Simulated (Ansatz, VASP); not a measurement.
# One calculation of CaF2, two programs

```xyz
3
Lattice="0.0000 2.7095 2.7095 2.7095 0.0000 2.7095 2.7095 2.7095 0.0000" Properties=species:S:1:pos:R:3 pbc="T T T"
Ca    0.0000    0.0000    0.0000
F     1.3548    1.3548    1.3548
F     4.0643    4.0643    4.0643
```

Alike in both runs: task single point; functional r2SCAN; dispersion rVV10; k mesh 8 × 8 × 8; occupations gaussian, width 0.02 eV; no spin polarisation.

|  | VASP | Ansatz |
| --- | --- | --- |
| version | VASP 6.6.1 | Ansatz 0.2.0 |
| potentials or method | VASP PAW PBE potentials, release 64 (Ca_sv, F), cutoff 660 eV | scalar-relativistic, plane waves, PAW |
| valence electrons in the cell | 24 | 24 |

|  | VASP | Ansatz | Ansatz less VASP |
| --- | --- | --- | --- |
| gap on the k mesh at the Fermi level (eV) | 7.96 | 7.97 | +0.007 |
| least direct gap on the mesh (eV) | 8.22 | 8.23 | +0.008 |
| pressure (GPa) | 0.4 | 0.0 | -0.39 |

VASP's potentials were made for PBE, not for r2SCAN.
